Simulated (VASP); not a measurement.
# Ta2Mo (Immm) in VASP: single point with PBE

Aim: the single point of Ta2Mo with PBE.

All numbers are computed with VASP 6.6.1; they aren't measurements. Logs are shortened: lines on timing, memory, paths and dates and some standing lists are left out, and cuts for length are marked.

### 1 The cell of the first run

The typed cell holds 3 atoms: a = 4.427 Å, b = 4.427 Å, c = 4.427 Å, α = 120.05°, β = 119.96°, γ = 89.99°.

### 2 Single point, PBE

Input file INCAR:

```
SYSTEM = Ta2Mo
PREC     = Accurate       ! precision mode
ENCUT    = 520            ! plane-wave cutoff, eV
EDIFF    = 1E-6           ! SCF threshold, eV
ISMEAR   = 0              ! smearing method
SIGMA    = 0.1            ! smearing width, eV
LREAL    = .False.        ! projectors in reciprocal space
LASPH    = .True.         ! aspherical terms in the spheres
NELM     = 80             ! most SCF steps
ALGO     = Fast           ! electronic algorithm
ISIF     = 2              ! what is computed and relaxed
LWAVE    = .False.        ! write WAVECAR
LCHARG   = .False.        ! write CHGCAR
GGA      = PE             ! functional
NBANDS   = 25             ! bands
```

Input file KPOINTS:

```
regular mesh
0
Gamma
  14 14 14
  0 0 0
```

Input file POSCAR:

```
Ta2Mo
1.0
   -2.2117385894      2.2148371171      3.1308219193
    2.2117385894     -2.2148371171      3.1308219193
    2.2117385894      2.2148371171     -3.1308219193
Ta Mo
2 1
Direct
    0.2499824954      0.7499824954      0.5000000000
    0.7500175046      0.2500175046      0.5000000000
    0.0000000000      0.0000000000      0.0000000000
```

Potentials or basis: VASP PAW PBE potentials, release 64 (Ta_pv, Mo_sv).

Started as:

```console
> cat potpaw_PBE.64/Ta_pv/POTCAR potpaw_PBE.64/Mo_sv/POTCAR > POTCAR
> mpirun -np 1 vasp_std > vasp.out
```

OUTCAR:

```text
SYSTEM = Ta2Mo
   PREC = Accurate
   ENCUT = 520
   EDIFF = 1E-6
   ISMEAR = 0
   LREAL = .False.
   LASPH = .True.
   NELM = 80
   ISIF = 2
   GGA = PE

 ion  position               nearest neighbor table
   1  0.250  0.750  0.500-   3 2.71   3 2.71   3 2.71   3 2.71   2 3.13   2 3.13   2 3.13   2 3.13
                             2 3.13   2 3.13
   2  0.750  0.250  0.500-   3 2.71   3 2.71   3 2.71   3 2.71   1 3.13   1 3.13   1 3.13   1 3.13
                             1 3.13   1 3.13
   3  0.000  0.000  0.000-   1 2.71   2 2.71   1 2.71   2 2.71   1 2.71   2 2.71   2 2.71   1 2.71

  LATTYP: Found a body centered orthorhombic cell.
 ALAT       =     4.4234771788
 B/A-ratio  =     1.0014009466
 C/A-ratio  =     1.4155479017

  Lattice vectors:

 A1 = (  -2.2117385894,   2.2148371171,   3.1308219193)
 A2 = (   2.2117385894,  -2.2148371171,   3.1308219193)
 A3 = (   2.2117385894,   2.2148371171,  -3.1308219193)

Analysis of symmetry for initial positions (statically):
=====================================================================
 Subroutine PRICEL returns:
 Original cell was already a primitive cell.

 Routine SETGRP: Setting up the symmetry group for a
 body centered orthorhombic supercell.

 Subroutine GETGRP returns: Found  8 space group operations
 (whereof  8 operations were pure point group operations)
 out of a pool of  8 trial point group operations.

The static configuration has the point symmetry D_2h.

Analysis of symmetry for dynamics (positions and initial velocities):
=====================================================================
 Subroutine PRICEL returns:
 Original cell was already a primitive cell.

 Routine SETGRP: Setting up the symmetry group for a
 body centered orthorhombic supercell.

 Subroutine GETGRP returns: Found  8 space group operations
 (whereof  8 operations were pure point group operations)
 out of a pool of  8 trial point group operations.

The dynamic configuration has the point symmetry D_2h.

 Subroutine INISYM returns: Found  8 space group operations
 (whereof  8 operations are pure point group operations),
 and found     1 'primitive' translations

----------------------------------------------------------------------------------------

                                     Primitive cell

  volume of cell :      61.3471

  direct lattice vectors                    reciprocal lattice vectors
    -2.211738589  2.214837117  3.130821919     0.000000000  0.225750235  0.159702472
     2.211738589 -2.214837117  3.130821919     0.226066499  0.000000000  0.159702472
     2.211738589  2.214837117 -3.130821919     0.226066499  0.225750235  0.000000000

  length of vectors
     4.427113838  4.427113838  4.427113838     0.276528567  0.276786816  0.319482755

  position of ions in fractional coordinates (direct lattice)
     0.249982495  0.749982495  0.500000000
     0.750017505  0.250017505  0.500000000
     0.000000000  0.000000000  0.000000000

  ion indices of the primitive-cell ions
   primitive index   ion index
                 1           1
                 2           2
                 3           3

----------------------------------------------------------------------------------------

 KPOINTS: regular mesh

Automatic generation of k-mesh.
 Grid dimensions read from file:
 generate k-points for:   14   14   14

 Generating k-lattice:

  Cartesian coordinates                     Fractional coordinates (reciprocal lattice)
     0.000000000  0.016125017  0.011407319     0.071428571  0.000000000  0.000000000
     0.016147607  0.000000000  0.011407319     0.000000000  0.071428571 -0.000000000
     0.016147607  0.016125017  0.000000000     0.000000000 -0.000000000  0.071428571

  Length of vectors
     0.019752040  0.019770487  0.022820197

  Shift w.r.t. Gamma in fractional coordinates (k-lattice)
     0.000000000  0.000000000  0.000000000

 Subroutine IBZKPT returns following result:
 ===========================================

 Found    428 irreducible k-points:

 Following reciprocal coordinates:
            Coordinates               Weight
  0.000000  0.000000  0.000000      1.000000
  0.071429  0.000000  0.000000      4.000000
  0.142857 -0.000000  0.000000      4.000000
  0.214286 -0.000000  0.000000      4.000000
  0.285714  0.000000  0.000000      4.000000
  0.357143  0.000000  0.000000      4.000000
[... 16 lines left out ...]
  0.000000  0.142857  0.000000      4.000000
  0.071429  0.142857 -0.000000      8.000000
 [... further k-points ...]
   k-points           NKPTS =    428   k-points in BZ     NKDIM =    428   number of bands    NBANDS=     25
   number of dos      NEDOS =    301   number of ions     NIONS =      3
   total plane-waves  NPLWV =  46656
   dimension x,y,z NGX =    36 NGY =   36 NGZ =   36
   dimension x,y,z NGXF=    72 NGYF=   72 NGZF=   72
   ions per type =               2   1
   NGX,Y,Z   is equivalent  to a cutoff of  13.52, 13.52, 13.52 a.u.
   NGXF,Y,Z  is equivalent  to a cutoff of  27.04, 27.04, 27.04 a.u.
 SYSTEM =  Ta2Mo
   PREC   = accura    normal or accurate (medium, high low for compatibility)
   ISTART =      0    job   : 0-new  1-cont  2-samecut
   ICHARG =      2    charge: 1-file 2-atom 10-const
   ISPIN  =      1    spin polarized calculation?
   LNONCOLLINEAR =      F non collinear calculations
   LSORBIT =      F    spin-orbit coupling
   LASPH  =      T    aspherical Exc in radial PAW
   ENCUT  =  520.0 eV  38.22 Ry    6.18 a.u.   8.23  8.23  8.23*2*pi/ulx,y,z
   NELM   =     80;   NELMIN=  2; NELMDL= -5     # of ELM steps
   EDIFF  = 0.1E-05   stopping-criterion for ELM
   LREAL  =      F    real-space projection
   EDIFFG = 0.1E-04   stopping-criterion for IOM
   NSW    =      0    number of steps for IOM
   IBRION =     -1    ionic relax: 0-MD 1-quasi-New 2-CG
   NFREE  =      0    steps in history (QN), initial steepest desc. (CG)
   ISIF   =      2    stress and relaxation
   ISYM   =      2    0-nonsym 1-usesym 2-fastsym
   POTIM  = 0.5000    time-step for ionic-motion
   TEBEG  =    0.0;   TEEND  =   0.0 temperature during run
   PSTRESS=    0.0 pullay stress
   NELECT =      36.0000    total number of electrons
   NUPDOWN=      -1.0000    fix difference up-down
   EMIN   =  10.00;   EMAX   =-10.00  energy-range for DOS
   EFERMI =   0.00;   METHOD = LEGACY
   ISMEAR =     0;   SIGMA  =   0.10  broadening in eV -4-tet -1-fermi 0-gaus
   EFERMI_NEDOS =   21; number of points for ismear=-14 and -15
   IALGO  =     68    algorithm
   IMIX   =      4    mixing-type and parameters
     AMIX     =   0.40;   BMIX     =  1.00
     AMIX_MAG =   1.60;   BMIX_MAG =  1.00
  volume/ion in A,a.u.               =      20.45       138.00
  Fermi-wavevector in a.u.,A,eV,Ry     =   1.370601  2.590060 25.559182  1.878547
  Thomas-Fermi vector in A             =   2.496373
   LORBIT       =      0    0 simple, 1 ext, 2 COOP (PROOUT), +10 PAW based schemes
   GGA     = PE    functional components
   LHFCALC =     F    Hartree Fock is set to
   AEXX    =    0.0000 exact exchange contribution
   IVDW    =     0    specifies the selected vdW correction
   LEPSILON=     F    determine dielectric tensor
   LRPA    =     F    only Hartree local field effects (RPA)
 non-spin polarized calculation
 RMM-DIIS sequential band-by-band and
 Gauss-broadening in eV      SIGMA  =   0.10
  energy-cutoff  :      520.00
  volume of cell :       61.35
 maximum number of plane-waves:      1676
 NGX is ok and might be reduce to    36
   NGX = 17   NGY = 17   NGZ = 17

 number of electron      36.0000002 magnetization

 Free energy of the ion-electron system (eV)
  ---------------------------------------------------
  ext. energy  EPLUGINS =         0.00000000
  ---------------------------------------------------
  free energy    TOTEN  =       -32.66732389 eV

  energy without entropy =      -32.65136790  energy(sigma->0) =      -32.65934590

 E-fermi :   5.9959     XC(G=0): -11.7433

 val. band max:        5.9907745604   @ k =  -0.2857  -0.1429   0.1429
 cond. band min:       5.9995804223   @ k =   0.1429   0.4286   0.0000
 fundamental gap:      0.0088058619
 Fermi energy:         5.9958599973

 k-point     1 :       0.0000    0.0000    0.0000
  band No.  band energies     occupation
      1     -53.9554      2.00000
      2     -28.5896      2.00000
      3     -28.5874      2.00000
      4     -28.5839      2.00000
      5     -28.4862      2.00000
      6     -28.4861      2.00000
[... 17 lines left out ...]
     24      10.0922      0.00000
     25      11.3259      0.00000

 k-point     2 :       0.0714    0.0000    0.0000
  band No.  band energies     occupation
      1     -53.9555      2.00000
      2     -28.6225      2.00000
      3     -28.6071      2.00000
      4     -28.6038      2.00000
      5     -28.4701      2.00000
      6     -28.4696      2.00000
[... 17 lines left out ...]
     24       9.9427      0.00000
     25      11.3221      0.00000

 k-point     3 :       0.1429   -0.0000    0.0000
  band No.  band energies     occupation
      1     -53.9557      2.00000
      2     -28.6702      2.00000
      3     -28.6419      2.00000
      4     -28.6388      2.00000
      5     -28.4394      2.00000
      6     -28.4388      2.00000
[... 17 lines left out ...]
     24       9.6467      0.00000
     25      11.2482      0.00000

 k-point     4 :       0.2143   -0.0000    0.0000
  band No.  band energies     occupation
      1     -53.9559      2.00000
      2     -28.6990      2.00000
      3     -28.6781      2.00000
      4     -28.6750      2.00000
      5     -28.4093      2.00000
      6     -28.4087      2.00000
[... 17 lines left out ...]
     24       9.4936      0.00000
     25      11.0599      0.00000
[... 477 lines left out ...]
 k-point    22 :      -0.0714    0.0714    0.0000
  band No.  band energies     occupation
      1     -53.9555      2.00000
      2     -28.6334      2.00000
      3     -28.6330      2.00000
      4     -28.5857      2.00000
      5     -28.4700      2.00000
      6     -28.4434      2.00000
[... 17 lines left out ...]
     24       9.8924      0.00000
     25      11.3174      0.00000

 k-point    23 :       0.0000    0.1429    0.0000
  band No.  band energies     occupation
      1     -53.9557      2.00000
      2     -28.6734      2.00000
      3     -28.6408      2.00000
      4     -28.6373      2.00000
      5     -28.4388      2.00000
      6     -28.4384      2.00000
[... 17 lines left out ...]
     24       9.6393      0.00000
     25      11.2479      0.00000

 k-point    24 :       0.0714    0.1429   -0.0000
  band No.  band energies     occupation
      1     -53.9558      2.00000
      2     -28.6953      2.00000
      3     -28.6836      2.00000
      4     -28.6320      2.00000
      5     -28.4471      2.00000
      6     -28.3818      2.00000
[... 17 lines left out ...]
     24       9.4921      0.00000
     25      11.2233      0.00000

 [... further k-points ...]
[... 5 lines left out ...]
  --------------------------------------------------------------------------------------
  -------------------------------------------------------------------------------------
  Total        0.0648749      0.0434388      0.0457966      0.0000000      0.0000000      0.0000000
  in kB        1.6943119      1.1344743      1.1960518      0.0000000      0.0000000      0.0000000
  external PRESSURE =       1.3416127 kB  Pullay stress =       0.0000000 kB

 VOLUME and BASIS-vectors are now :
 -----------------------------------------------------------------------------
  energy-cutoff  :      520.00
  volume of cell :       61.35
      direct lattice vectors                 reciprocal lattice vectors
    -2.211738589  2.214837117  3.130821919     0.000000000  0.225750235  0.159702472
     2.211738589 -2.214837117  3.130821919     0.226066499  0.000000000  0.159702472
     2.211738589  2.214837117 -3.130821919     0.226066499  0.225750235  0.000000000

 POSITION                                       TOTAL-FORCE (eV/Angst)
 -----------------------------------------------------------------------------------
      2.21174      0.00000      1.56530        -0.000000      0.000000     -0.000171
      0.00000      2.21484      1.56552         0.000000     -0.000000      0.000171
      0.00000      0.00000      0.00000        -0.000000     -0.000000     -0.000000
 -----------------------------------------------------------------------------------
    total drift:                                0.000000      0.000000     -0.000000

  FREE ENERGIE OF THE ION-ELECTRON SYSTEM (eV)
  ---------------------------------------------------
  free  energy   TOTEN  =       -32.6673238888 eV

  energy  without entropy=      -32.6513679049  energy(sigma->0) =      -32.65934590
```

Run time: 6.8 min. Hardware: 1 thread of Intel Xeon 6975P-C (Granite Rapids), shared host; peak memory 0.68 GiB.

Results:

| Property | Result |
| --- | --- |
| Free energy | -32.6673 eV |
| Pressure | 0.1 GPa |
| Band gap on the k mesh | zero (band 18 reaches 7.00 eV, above the bottom of band 19 at 4.85 eV) |

Caveat: spin-orbit coupling is left out, which moves the levels of the heavy elements.
